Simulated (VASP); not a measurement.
Set up this calculation in VASP 6.6.1, as the native input.

* Task: single point
* Functional: PBEsol
* Potentials or basis: VASP PAW PBE potentials, release 64 (Ag)
* Cutoff: 520 eV
* k mesh: 4 × 4 × 2
* Occupations: gaussian, width 0.1 eV
* Spin: no spin polarisation
* Dipole correction: no
* Further INCAR settings: ALGO = Normal; EDIFF = 1e-06; NBANDS = 36

The structure of Ag lies in POSCAR:

```
Ag
1.0
    2.6940667129     -2.6940657740      0.0000000000
    2.6940667129      2.6940657740      0.0000000000
    0.0000000000      0.0000000000      6.8185138141
Ag
5
Direct
    0.5000000000      0.0000000000      0.2995172031
    0.0000000000      0.5000000000      0.7004827969
    0.0000000000      0.5000000000      0.2995172031
    0.5000000000      0.0000000000      0.7004827969
    0.0000000000      0.0000000000      0.0000000000
```

The input as run:

INCAR

```
SYSTEM = Ag
PREC = Accurate ; ENCUT = 520
EDIFF = 1E-6 ; ISMEAR = 0
SIGMA = 0.1 ; LREAL = .FALSE.
LASPH = .TRUE. ; NELM = 100
ALGO = Normal ; ISIF = 2
LWAVE = .FALSE. ; LCHARG = .TRUE.
GGA = PS ; LELF = .TRUE.
LVHAR = .TRUE. ; NBANDS = 36
```

KPOINTS

```
Automatic mesh
0
G
  4 4 2
  0 0 0
```

Potentials or basis: VASP PAW PBE potentials, release 64 (Ag).

Launch:

```bash
$ cat potpaw_PBE.64/Ag/POTCAR > POTCAR
$ mpirun -np 1 vasp_std > vasp.out
```

It gave:

```json
{
  "Pressure": "-0.2 GPa",
  "Largest force": "0.017 eV/Å",
  "Band gap on the k mesh": "zero (an odd number of electrons rules out a gap without spin polarisation)"
}
```

Caveat: the k points lie up to 0.46 Å⁻¹ apart, too coarse for converged energies and pressures of a metal; the PAW data sets were made with another functional, which shifts forces and pressure a little.

Wall time 16 s on 1 thread of AMD EPYC 9R45 96-Core Processor (Zen 5), with other jobs on the host, peak memory 0.17 GiB.
